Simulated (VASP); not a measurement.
# TiSi2 (Fddd) in VASP: further runs

TiSi2 is run at these levels: PBE; tasks: single point.

Program: VASP 6.6.1. These are calculated values, not measurements. Logs are shortened: lines on timing, memory, paths and dates and some standing lists are left out, and cuts for length are marked.

**1. The cell of the first run**

Symmetry: Fddd, No. 70, orthorhombic system. The conventional cell has a = 4.779 Å, b = 8.235 Å, c = 8.526 Å, α = 90.00°, β = 90.00°, γ = 90.00°. Ti (site symmetry 222) has 10 Si at 2.55 to 2.78 Å and 4 Ti at 3.20 Å within 3.4 Å. Si (site symmetry 2) has 9 Si at 2.52 to 3.20 Å and 5 Ti at 2.55 to 2.78 Å within 3.3 Å.

**2. Single point, PBE**

Input file INCAR:

```
PREC     = Accurate       # precision mode
ENCUT    = 520            # plane-wave cutoff, eV
EDIFF    = 1E-7           # SCF threshold, eV
ISMEAR   = 0              # smearing method
SIGMA    = 0.1            # smearing width, eV
LREAL    = F              # projectors in reciprocal space
LASPH    = T              # aspherical terms in the spheres
NELM     = 60             # most SCF steps
ALGO     = Normal         # electronic algorithm
ISIF     = 2              # what is computed and relaxed
LWAVE    = F              # write WAVECAR
LCHARG   = F              # write CHGCAR
GGA      = PE             # functional
NBANDS   = 29             # bands
```

Input file KPOINTS:

```
regular mesh
0
Gamma
  6 6 6
```

Input file POSCAR:

```
TiSi2
1.0
    0.0000000000      4.1175163100      4.2628978400
    2.3895119500      0.0000000000      4.2628978400
    2.3895119500      4.1175163100      0.0000000000
Ti Si
2 4
Direct
    0.5000000000      0.5000000000      0.5000000000
    0.7500000000      0.7500000000      0.7500000000
    0.8374343900      0.1625656100      0.8374343900
    0.1625656100      0.8374343900      0.1625656100
    0.0874343900      0.4125656100      0.0874343900
    0.4125656100      0.0874343900      0.4125656100
```

Potentials or basis: VASP PAW PBE potentials, release 64 (Ti_sv, Si).

Started as:

```console
$ cat potpaw_PBE.64/Ti_sv/POTCAR potpaw_PBE.64/Si/POTCAR > POTCAR
$ mpirun -np 1 vasp_std > vasp.out
```

OUTCAR:

```text
PREC = Accurate
   ENCUT = 520
   EDIFF = 1E-7
   ISMEAR = 0
   LREAL = F
   LASPH = T
   NELM = 60
   ISIF = 2
   GGA = PE

 ion  position               nearest neighbor table
   1  0.500  0.500  0.500-   5 2.55   6 2.55   5 2.55   6 2.55   4 2.74   4 2.74   3 2.74   3 2.74
                             4 2.78   3 2.78
   2  0.750  0.750  0.750-   3 2.55   4 2.55   3 2.55   4 2.55   5 2.74   6 2.74   5 2.74   6 2.74
                             6 2.78   5 2.78
   3  0.837  0.163  0.837-   6 2.52   6 2.52   2 2.55   2 2.55   4 2.68   1 2.74   1 2.74   1 2.78
                             4 2.79   4 2.79
   4  0.163  0.837  0.163-   5 2.52   5 2.52   2 2.55   2 2.55   3 2.68   1 2.74   1 2.74   1 2.78
                             3 2.79   3 2.79
   5  0.087  0.413  0.087-   4 2.52   4 2.52   1 2.55   1 2.55   6 2.68   2 2.74   2 2.74   2 2.78
                             6 2.79   6 2.79
   6  0.413  0.087  0.413-   3 2.52   3 2.52   1 2.55   1 2.55   5 2.68   2 2.74   2 2.74   2 2.78
                             5 2.79   5 2.79

  LATTYP: Found a face centered orthorhombic cell.
 ALAT       =     4.7790239000
 B/A-ratio  =     1.7231620499
 C/A-ratio  =     1.7840035661

  Lattice vectors:

 A1 = (   0.0000000000,   4.1175163100,   4.2628978400)
 A2 = (   2.3895119500,   0.0000000000,   4.2628978400)
 A3 = (   2.3895119500,   4.1175163100,   0.0000000000)

Analysis of symmetry for initial positions (statically):
=====================================================================
 Subroutine PRICEL returns:
 Original cell was already a primitive cell.

 Routine SETGRP: Setting up the symmetry group for a
 face centered orthorhombic supercell.

 Subroutine GETGRP returns: Found  8 space group operations
 (whereof  4 operations were pure point group operations)
 out of a pool of  8 trial point group operations.

The static configuration has the point symmetry D_2 .
 The point group associated with its full space group is D_2h.

Analysis of symmetry for dynamics (positions and initial velocities):
=====================================================================
 Subroutine PRICEL returns:
 Original cell was already a primitive cell.

 Routine SETGRP: Setting up the symmetry group for a
 face centered orthorhombic supercell.

 Subroutine GETGRP returns: Found  8 space group operations
 (whereof  4 operations were pure point group operations)
 out of a pool of  8 trial point group operations.

The dynamic configuration has the point symmetry D_2 .
 The point group associated with its full space group is D_2h.

[... 105 lines left out ...]
   NELM   =     60;   NELMIN=  2; NELMDL= -5     # of ELM steps
   EDIFF  = 0.1E-06   stopping-criterion for ELM
   LREAL  =      F    real-space projection
   EDIFFG = 0.1E-05   stopping-criterion for IOM
   NSW    =      0    number of steps for IOM
   IBRION =     -1    ionic relax: 0-MD 1-quasi-New 2-CG
   NFREE  =      0    steps in history (QN), initial steepest desc. (CG)
   ISIF   =      2    stress and relaxation
   ISYM   =      2    0-nonsym 1-usesym 2-fastsym
   POTIM  = 0.5000    time-step for ionic-motion
   TEBEG  =    0.0;   TEEND  =   0.0 temperature during run
   PSTRESS=    0.0 pullay stress
   NELECT =      40.0000    total number of electrons
   NUPDOWN=      -1.0000    fix difference up-down
   EMIN   =  10.00;   EMAX   =-10.00  energy-range for DOS
   EFERMI =   0.00;   METHOD = LEGACY
   ISMEAR =     0;   SIGMA  =   0.10  broadening in eV -4-tet -1-fermi 0-gaus
   EFERMI_NEDOS =   21; number of points for ismear=-14 and -15
   IALGO  =     38    algorithm
   IMIX   =      4    mixing-type and parameters
     AMIX     =   0.40;   BMIX     =  1.00
     AMIX_MAG =   1.60;   BMIX_MAG =  1.00
  volume/ion in A,a.u.               =      13.98        94.35
  Fermi-wavevector in a.u.,A,eV,Ry     =   1.278994  2.416947 22.256742  1.635824
  Thomas-Fermi vector in A             =   2.411504
   LORBIT       =      0    0 simple, 1 ext, 2 COOP (PROOUT), +10 PAW based schemes
   GGA     = PE    functional components
   LHFCALC =     F    Hartree Fock is set to
   AEXX    =    0.0000 exact exchange contribution
   IVDW    =     0    specifies the selected vdW correction
   LEPSILON=     F    determine dielectric tensor
   LRPA    =     F    only Hartree local field effects (RPA)
 non-spin polarized calculation
 Gauss-broadening in eV      SIGMA  =   0.10
  energy-cutoff  :      520.00
  volume of cell :       83.88
 maximum number of plane-waves:      2276
 NGX is ok and might be reduce to    48
   NGX = 23   NGY = 19   NGZ = 17

 number of electron      40.0000003 magnetization

 Free energy of the ion-electron system (eV)
  ---------------------------------------------------
  ext. energy  EPLUGINS =         0.00000000
  ---------------------------------------------------
  free energy    TOTEN  =       -40.72229806 eV

  energy without entropy =      -40.71309209  energy(sigma->0) =      -40.71769507

 E-fermi :  10.2504     XC(G=0): -11.7369

 val. band max:       10.2451302028   @ k =   0.5000   0.1667   0.1667
 cond. band min:      10.2655586229   @ k =  -0.3333   0.1667  -0.0000
 fundamental gap:      0.0204284201
 Fermi energy:        10.2503778055

 k-point     1 :       0.0000    0.0000    0.0000
  band No.  band energies     occupation
      1     -46.0761      2.00000
      2     -46.0476      2.00000
      3     -22.4600      2.00000
      4     -22.4416      2.00000
      5     -22.3679      2.00000
      6     -22.3531      2.00000
[... 757 lines left out ...]
     28      14.2369      0.00000
     29      14.7535      0.00000

 [... further k-points ...]
[... 5 lines left out ...]
  --------------------------------------------------------------------------------------
  -------------------------------------------------------------------------------------
  Total        1.2721037      1.1135658      0.7732716      0.0000000      0.0000000      0.0000000
  in kB       24.2970561     21.2689978     14.7694117      0.0000000      0.0000000      0.0000000
  external PRESSURE =      20.1118219 kB  Pullay stress =       0.0000000 kB

 VOLUME and BASIS-vectors are now :
 -----------------------------------------------------------------------------
  energy-cutoff  :      520.00
  volume of cell :       83.88
      direct lattice vectors                 reciprocal lattice vectors
     0.000000000  4.117516310  4.262897840    -0.209247750  0.121432427  0.117291105
     2.389511950  0.000000000  4.262897840     0.209247750 -0.121432427  0.117291105
     2.389511950  4.117516310  0.000000000     0.209247750  0.121432427 -0.117291105

 POSITION                                       TOTAL-FORCE (eV/Angst)
 -----------------------------------------------------------------------------------
      2.38951      4.11752      4.26290        -0.000000     -0.000000     -0.000000
      3.58427      6.17627      6.39435         0.000000     -0.000000      0.000000
      2.38951      6.89630      4.26290        -0.000000     -0.072354     -0.000000
      2.38951      1.33873      4.26290        -0.000000      0.072354     -0.000000
      1.19476      0.72003      2.13145         0.000000     -0.072354     -0.000000
      1.19476      3.39749      2.13145         0.000000      0.072354     -0.000000
 -----------------------------------------------------------------------------------
    total drift:                               -0.000000     -0.000000      0.000000

  FREE ENERGIE OF THE ION-ELECTRON SYSTEM (eV)
  ---------------------------------------------------
  free  energy   TOTEN  =       -40.7222980563 eV

  energy  without entropy=      -40.7130920873  energy(sigma->0) =      -40.71769507
```

Run time: 3.6 min. Hardware: 1 thread of Intel Xeon Platinum 8259CL at 2.50GHz (Skylake/Cascade Lake), shared host; peak memory 0.28 GiB.

What came out:

```
Free energy            : -40.7223 eV
Pressure               : 2.0 GPa
Largest force          : 0.072 eV/Å
Band gap on the k mesh : zero (bands 20 and 21 overlap by 1.72 eV)
```

Forces on the atoms (eV/Å):
```
Ti   0.000  0.000  0.000
Ti   0.000  0.000  0.000
Si   0.000 -0.072  0.000
Si   0.000  0.072  0.000
Si   0.000 -0.072  0.000
Si   0.000  0.072  0.000
```

Stress tensor (GPa, compression positive):
```
2.43 0.00 0.00
0.00 2.13 0.00
0.00 0.00 1.48
```

Levels at points of the mesh, in eV from the Fermi level:
| k point | band 17 | band 18 | band 19 | band 20 | band 21 | band 22 | band 23 | band 24 |
| --- | --- | --- | --- | --- | --- | --- | --- | --- |
| (0.00, 0.00, 0.00) | -2.34 | -2.14 | -1.84 | -1.41 | -0.99 | 2.02 | 3.07 | 3.27 |
| (0.50, 0.00, 0.00) | -1.99 | -1.11 | -0.08 | 0.09 | 0.93 | 1.33 | 1.62 | 2.19 |
| (0.50, 0.50, 0.00) | -1.63 | -1.63 | -1.03 | -1.03 | 0.68 | 0.68 | 3.16 | 3.16 |
| (0.50, 0.00, 0.50) | -2.41 | -2.41 | -0.93 | -0.93 | 1.22 | 1.22 | 3.23 | 3.23 |
| (0.00, 0.50, 0.50) | -1.18 | -1.18 | -0.72 | -0.72 | 0.78 | 0.78 | 2.22 | 2.22 |

**3. Single point, PBE**

This run uses another cell than the first one, of 14.18 Å³/atom.

Input file INCAR:

```
SYSTEM = TiSi2
PREC = Accurate
ENCUT = 520
EDIFF = 1E-6
ISMEAR = 0
SIGMA = 0.1
LREAL = .FALSE.
LASPH = .TRUE.
NELM = 100
ALGO = Normal
ISIF = 2
LWAVE = .FALSE.
LCHARG = .FALSE.
GGA = PE
NBANDS = 29
```

Input file KPOINTS:

```
Automatic mesh
0
G
  10 10 10
  0 0 0
```

Input file POSCAR:

```
TiSi2
1.0
    0.0000000000      4.1355483463      4.2791650772
    2.4038136464      0.0000000000      4.2791650772
    2.4038136464      4.1355483463      0.0000000000
Ti Si
2 4
Direct
    0.5000000000      0.5000000000      0.5000000000
    0.7500000000      0.7500000000      0.7500000000
    0.8368398198      0.1631601802      0.8368398198
    0.1631601802      0.8368398198      0.1631601802
    0.0868398198      0.4131601802      0.0868398198
    0.4131601802      0.0868398198      0.4131601802
```

Potentials or basis: VASP PAW PBE potentials, release 64 (Ti_sv, Si).

Started as:

```console
$ cat potpaw_PBE.64/Ti_sv/POTCAR potpaw_PBE.64/Si/POTCAR > POTCAR
$ mpirun -np 1 vasp_std > vasp.out
```

Wall time 11 min (1 thread of Intel Xeon Platinum 8259CL at 2.50GHz (Skylake/Cascade Lake), shared host); peak memory 0.49 GiB.

It converged, with:

| Item | Value |
| --- | --- |
| Free energy | -40.7097 eV |
| Pressure | 0.0 GPa |
| Band gap on the k mesh | zero (bands 20 and 21 overlap by 1.82 eV) |

Levels at points of the mesh, in eV from the Fermi level:
```csv
k point,band 17,band 18,band 19,band 20,band 21,band 22,band 23,band 24
"(0.00, 0.00, 0.00)",-2.24,-2.06,-1.77,-1.36,-0.90,2.03,3.06,3.25
"(0.50, 0.00, 0.00)",-1.91,-1.04,-0.01,0.15,0.98,1.36,1.67,2.21
"(0.50, 0.50, 0.00)",-1.56,-1.56,-0.96,-0.96,0.76,0.76,3.17,3.17
"(0.50, 0.00, 0.50)",-2.33,-2.33,-0.85,-0.85,1.26,1.26,3.22,3.22
"(0.00, 0.50, 0.50)",-1.14,-1.14,-0.64,-0.64,0.86,0.86,2.25,2.25
```
